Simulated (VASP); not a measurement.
# Nb (P6_3/mmc) in VASP: a series of runs

The runs below take Nb through single point, with revPBE.

Everything below comes from runs of VASP 6.6.1. Logs are shortened: lines on timing, memory, paths and dates and some standing lists are left out, and cuts for length are marked.

## Step 1: The cell of the first run

The structure is hexagonal, space group P6_3/mmc (No. 194). The conventional cell has a = 2.800 Å, b = 2.800 Å, c = 10.255 Å, α = 90.00°, β = 90.00°, γ = 120.00°. Nb (site symmetry -3m) has 12 Nb at 2.80 to 3.03 Å within 3.7 Å. Within 3.7 Å of Nb (site symmetry -6m2) lie 12 Nb at 2.80 to 3.03 Å.

## Step 2: Single point, revPBE (volume scaled by 0.92)

INCAR

```
PREC = Accurate ; ENCUT = 520
EDIFF = 1E-6 ; ISMEAR = -1
SIGMA = 0.1 ; LREAL = F
LASPH = T ; NELM = 100
ALGO = Normal ; ISIF = 2
LWAVE = F ; LCHARG = F
GGA = RE ; NBANDS = 34
```

KPOINTS

```
regular mesh
0
Gamma
  14 14 4
```

POSCAR

```
Nb
1.0
    2.8001986522      0.0000000000      0.0000000000
   -1.4000993261      2.4250431685      0.0000000000
    0.0000000000      0.0000000000     10.2554606430
Nb
4
Direct
    1.0000000000      0.0000000000      0.0000000000
    0.0000000000      0.0000000000      0.5000000000
    0.3333333333      0.6666666667      0.2500000000
    0.6666666667      0.3333333333      0.7500000000
```

Potentials or basis: VASP PAW PBE potentials, release 64 (Nb_sv).

Launch:

```console
cat potpaw_PBE.64/Nb_sv/POTCAR > POTCAR
mpirun -np 1 vasp_std > vasp.out
```

OUTCAR:

```text
PREC = Accurate
   ENCUT = 520
   EDIFF = 1E-6
   ISMEAR = -1
   LREAL = F
   LASPH = T
   NELM = 100
   ISIF = 2
   GGA = RE

 ion  position               nearest neighbor table
   1  0.000  0.000  0.000-   3 3.03   4 3.03   4 3.03   3 3.03   4 3.03   3 3.03
   2  0.000  0.000  0.500-   3 3.03   4 3.03   4 3.03   3 3.03   4 3.03   3 3.03
   3  0.333  0.667  0.250-   1 3.03   2 3.03   1 3.03   2 3.03   1 3.03   2 3.03
   4  0.667  0.333  0.750-   1 3.03   2 3.03   1 3.03   2 3.03   1 3.03   2 3.03

  LATTYP: Found a hexagonal cell.
 ALAT       =     2.8001986522
 C/A-ratio  =     3.6624046779

  Lattice vectors:

 A1 = (   2.8001986522,   0.0000000000,   0.0000000000)
 A2 = (  -1.4000993261,   2.4250431685,   0.0000000000)
 A3 = (   0.0000000000,   0.0000000000,  10.2554606430)

Analysis of symmetry for initial positions (statically):
=====================================================================
 Subroutine PRICEL returns:
 Original cell was already a primitive cell.

 Routine SETGRP: Setting up the symmetry group for a
 hexagonal supercell.

 Subroutine GETGRP returns: Found 24 space group operations
 (whereof 12 operations were pure point group operations)
 out of a pool of 24 trial point group operations.

The static configuration has the point symmetry D_3d.
 The point group associated with its full space group is D_6h.

Analysis of symmetry for dynamics (positions and initial velocities):
=====================================================================
 Subroutine PRICEL returns:
 Original cell was already a primitive cell.

 Routine SETGRP: Setting up the symmetry group for a
 hexagonal supercell.

 Subroutine GETGRP returns: Found 24 space group operations
 (whereof 12 operations were pure point group operations)
 out of a pool of 24 trial point group operations.

The dynamic configuration has the point symmetry D_3d.
 The point group associated with its full space group is D_6h.

 Subroutine INISYM returns: Found 24 space group operations
 (whereof 12 operations are pure point group operations),
 and found     1 'primitive' translations

----------------------------------------------------------------------------------------

                                     Primitive cell

  volume of cell :      69.6408

  direct lattice vectors                    reciprocal lattice vectors
     2.800198652  0.000000000  0.000000000     0.357117521  0.206181897  0.000000000
    -1.400099326  2.425043168  0.000000000     0.000000000  0.412363793  0.000000000
     0.000000000  0.000000000 10.255460643     0.000000000  0.000000000  0.097509028

  length of vectors
     2.800198652  2.800198652 10.255460643     0.412363793  0.412363793  0.097509028

  position of ions in fractional coordinates (direct lattice)
     0.000000000  0.000000000  0.000000000
     0.000000000  0.000000000  0.500000000
     0.333333333  0.666666667  0.250000000
     0.666666667  0.333333333  0.750000000

  ion indices of the primitive-cell ions
   primitive index   ion index
                 1           1
                 2           2
                 3           3
                 4           4

----------------------------------------------------------------------------------------

 KPOINTS: regular mesh

Automatic generation of k-mesh.
 Grid dimensions read from file:
 generate k-points for:   14   14    4

 Generating k-lattice:

  Cartesian coordinates                     Fractional coordinates (reciprocal lattice)
     0.025508394  0.014727278  0.000000000     0.071428571 -0.000000000  0.000000000
     0.000000000  0.029454557  0.000000000     0.000000000  0.071428571  0.000000000
     0.000000000  0.000000000  0.024377257     0.000000000  0.000000000  0.250000000

  Length of vectors
     0.029454557  0.029454557  0.024377257

  Shift w.r.t. Gamma in fractional coordinates (k-lattice)
     0.000000000  0.000000000  0.000000000

 Subroutine IBZKPT returns following result:
 ===========================================

 Found     72 irreducible k-points:

 Following reciprocal coordinates:
            Coordinates               Weight
  0.000000  0.000000  0.000000      1.000000
  0.071429 -0.000000  0.000000      6.000000
  0.142857 -0.000000  0.000000      6.000000
  0.214286 -0.000000  0.000000      6.000000
  0.285714 -0.000000  0.000000      6.000000
  0.357143 -0.000000  0.000000      6.000000
[... 16 lines left out ...]
  0.285714  0.285714  0.000000      6.000000
  0.357143  0.285714  0.000000      6.000000
 [... further k-points ...]
   k-points           NKPTS =     72   k-points in BZ     NKDIM =     72   number of bands    NBANDS=     34
   number of dos      NEDOS =    301   number of ions     NIONS =      4
   total plane-waves  NPLWV =  46080
   dimension x,y,z NGX =    24 NGY =   24 NGZ =   80
   dimension x,y,z NGXF=    48 NGYF=   48 NGZF=  160
   ions per type =               4
   NGX,Y,Z   is equivalent  to a cutoff of  14.25, 14.25, 12.97 a.u.
   NGXF,Y,Z  is equivalent  to a cutoff of  28.50, 28.50, 25.94 a.u.
 SYSTEM =  unknown system
   PREC   = accura    normal or accurate (medium, high low for compatibility)
   ISTART =      0    job   : 0-new  1-cont  2-samecut
   ICHARG =      2    charge: 1-file 2-atom 10-const
   ISPIN  =      1    spin polarized calculation?
   LNONCOLLINEAR =      F non collinear calculations
   LSORBIT =      F    spin-orbit coupling
   LASPH  =      T    aspherical Exc in radial PAW
   ENCUT  =  520.0 eV  38.22 Ry    6.18 a.u.   5.21  5.21 19.07*2*pi/ulx,y,z
   NELM   =    100;   NELMIN=  2; NELMDL= -5     # of ELM steps
   EDIFF  = 0.1E-05   stopping-criterion for ELM
   LREAL  =      F    real-space projection
   EDIFFG = 0.1E-04   stopping-criterion for IOM
   NSW    =      0    number of steps for IOM
   IBRION =     -1    ionic relax: 0-MD 1-quasi-New 2-CG
   NFREE  =      0    steps in history (QN), initial steepest desc. (CG)
   ISIF   =      2    stress and relaxation
   ISYM   =      2    0-nonsym 1-usesym 2-fastsym
   POTIM  = 0.5000    time-step for ionic-motion
   TEBEG  =    0.0;   TEEND  =   0.0 temperature during run
   PSTRESS=    0.0 pullay stress
   NELECT =      52.0000    total number of electrons
   NUPDOWN=      -1.0000    fix difference up-down
   EMIN   =  10.00;   EMAX   =-10.00  energy-range for DOS
   EFERMI =   0.00;   METHOD = LEGACY
   ISMEAR =    -1;   SIGMA  =   0.10  broadening in eV -4-tet -1-fermi 0-gaus
   EFERMI_NEDOS =   21; number of points for ismear=-14 and -15
   IALGO  =     38    algorithm
   IMIX   =      4    mixing-type and parameters
     AMIX     =   0.40;   BMIX     =  1.00
     AMIX_MAG =   1.60;   BMIX_MAG =  1.00
  volume/ion in A,a.u.               =      17.41       117.49
  Fermi-wavevector in a.u.,A,eV,Ry     =   1.485211  2.806642 30.012429  2.205851
  Thomas-Fermi vector in A             =   2.598651
   LORBIT       =      0    0 simple, 1 ext, 2 COOP (PROOUT), +10 PAW based schemes
   GGA     = RE    functional components
   LHFCALC =     F    Hartree Fock is set to
   AEXX    =    0.0000 exact exchange contribution
   IVDW    =     0    specifies the selected vdW correction
   LEPSILON=     F    determine dielectric tensor
   LRPA    =     F    only Hartree local field effects (RPA)
 non-spin polarized calculation
  energy-cutoff  :      520.00
  volume of cell :       69.64
 maximum number of plane-waves:      1904
 NGX is ok and might be reduce to    24
   NGX = 11   NGY = 11   NGZ = 39

 number of electron      52.0000000 magnetization

 Free energy of the ion-electron system (eV)
  ---------------------------------------------------
  ext. energy  EPLUGINS =         0.00000000
  ---------------------------------------------------
  free energy    TOTEN  =       -37.93834323 eV

  energy without entropy =      -37.77241377  energy(sigma->0) =      -37.85537850

 E-fermi :  12.0670     XC(G=0): -12.6145

 val. band max:       12.0646373511   @ k =   0.2857   0.2857   0.2500
 cond. band min:      12.0783337156   @ k =   0.0714  -0.0000   0.0000
 fundamental gap:      0.0136963646
 Fermi energy:        12.0670041654

 k-point     1 :       0.0000    0.0000    0.0000
  band No.  band energies     occupation
      1     -42.6199      2.00000
      2     -42.5502      2.00000
      3     -42.5255      2.00000
      4     -42.4543      2.00000
      5     -19.2072      2.00000
      6     -18.6608      2.00000
[... 26 lines left out ...]
     33      15.0358      0.00000
     34      15.1404      0.00000

 k-point     2 :       0.0714   -0.0000    0.0000
  band No.  band energies     occupation
      1     -42.6052      2.00000
      2     -42.5373      2.00000
      3     -42.5126      2.00000
      4     -42.4432      2.00000
      5     -19.1825      2.00000
      6     -18.6528      2.00000
[... 26 lines left out ...]
     33      14.6807      0.00000
     34      14.8378      0.00000

 k-point     3 :       0.1429   -0.0000    0.0000
  band No.  band energies     occupation
      1     -42.5639      2.00000
      2     -42.5009      2.00000
      3     -42.4762      2.00000
      4     -42.4120      2.00000
      5     -19.1112      2.00000
      6     -18.6381      2.00000
[... 26 lines left out ...]
     33      13.9382      0.00000
     34      14.4267      0.00000

 k-point     4 :       0.2143   -0.0000    0.0000
  band No.  band energies     occupation
      1     -42.5028      2.00000
      2     -42.4479      2.00000
      3     -42.4231      2.00000
      4     -42.3673      2.00000
      5     -19.0031      2.00000
      6     -18.6695      2.00000
[... 26 lines left out ...]
     33      14.2288      0.00000
     34      14.2893      0.00000

 k-point     5 :       0.2857   -0.0000    0.0000
  band No.  band energies     occupation
      1     -42.4326      2.00000
      2     -42.3883      2.00000
      3     -42.3635      2.00000
      4     -42.3186      2.00000
      5     -18.9136      2.00000
      6     -18.8799      2.00000
[... 621 lines left out ...]
 k-point    22 :       0.3571    0.2143    0.0000
  band No.  band energies     occupation
      1     -42.2705      2.00000
      2     -42.2619      2.00000
      3     -42.2371      2.00000
      4     -42.2285      2.00000
      5     -19.2202      2.00000
      6     -19.1947      2.00000
[... 26 lines left out ...]
     33      15.4718      0.00000
     34      16.3103      0.00000

 k-point    23 :       0.2857    0.2857    0.0000
  band No.  band energies     occupation
      1     -42.2661      2.00000
      2     -42.2589      2.00000
      3     -42.2341      2.00000
      4     -42.2270      2.00000
      5     -19.1068      2.00000
      6     -19.0984      2.00000
[... 26 lines left out ...]
     33      15.0277      0.00000
     34      16.4310      0.00000

 k-point    24 :       0.3571    0.2857    0.0000
  band No.  band energies     occupation
      1     -42.2521      2.00000
      2     -42.2504      2.00000
      3     -42.2257      2.00000
      4     -42.2240      2.00000
      5     -19.0808      2.00000
      6     -19.0538      2.00000
[... 26 lines left out ...]
     33      15.5489      0.00000
     34      16.1064      0.00000

 [... further k-points ...]
[... 5 lines left out ...]
  --------------------------------------------------------------------------------------
  -------------------------------------------------------------------------------------
  Total        6.6467852      6.6467852      6.0781233      0.0000000      0.0000000      0.0000000
  in kB      152.9180453    152.9180453    139.8352292      0.0000000      0.0000000      0.0000000
  external PRESSURE =     148.5571066 kB  Pullay stress =       0.0000000 kB

 VOLUME and BASIS-vectors are now :
 -----------------------------------------------------------------------------
  energy-cutoff  :      520.00
  volume of cell :       69.64
      direct lattice vectors                 reciprocal lattice vectors
     2.800198652  0.000000000  0.000000000     0.357117521  0.206181897  0.000000000
    -1.400099326  2.425043168  0.000000000     0.000000000  0.412363793  0.000000000
     0.000000000  0.000000000 10.255460643     0.000000000  0.000000000  0.097509028

 POSITION                                       TOTAL-FORCE (eV/Angst)
 -----------------------------------------------------------------------------------
      0.00000      0.00000      0.00000        -0.000000      0.000000     -0.000000
      0.00000      0.00000      5.12773        -0.000000      0.000000     -0.000000
     -0.00000      1.61670      2.56387        -0.000000     -0.000000      0.000000
      1.40010      0.80835      7.69160         0.000000      0.000000     -0.000000
 -----------------------------------------------------------------------------------
    total drift:                               -0.000000      0.000000     -0.000000

  FREE ENERGIE OF THE ION-ELECTRON SYSTEM (eV)
  ---------------------------------------------------
  free  energy   TOTEN  =       -37.9383432338 eV

  energy  without entropy=      -37.7724137663  energy(sigma->0) =      -37.85537850
```

It took 73 s on 1 thread of Intel Xeon 6975P-C (Granite Rapids), shared host; peak memory 0.27 GiB.

What came out:

* Free energy: -37.9383 eV
* Pressure: 14.9 GPa
* Band gap on the k mesh: zero (band 26 reaches 13.19 eV, above the bottom of band 27 at 11.48 eV)

Stress tensor (GPa, compression positive):
```
15.29  0.00  0.00
 0.00 15.29  0.00
 0.00  0.00 13.98
```

Levels at points of the mesh, in eV from the Fermi level:
```tsv
k point	band 23	band 24	band 25	band 26	band 27	band 28	band 29	band 30
(0.00, 0.00, 0.00)	-1.10	0.24	0.24	0.36	0.36	0.56	0.56	0.65
(0.50, 0.00, 0.00)	-2.39	-1.38	0.12	0.43	0.77	2.37	2.39	2.68
(0.00, 0.00, 0.50)	-0.30	-0.30	0.32	0.32	0.32	0.32	0.60	0.60
(0.50, 0.00, 0.50)	-1.54	-1.54	1.12	1.12	1.19	1.19	1.67	1.67
```

Caveat: the PAW data sets were made with another functional, which shifts forces and pressure a little.

[end of part 1 of 2]
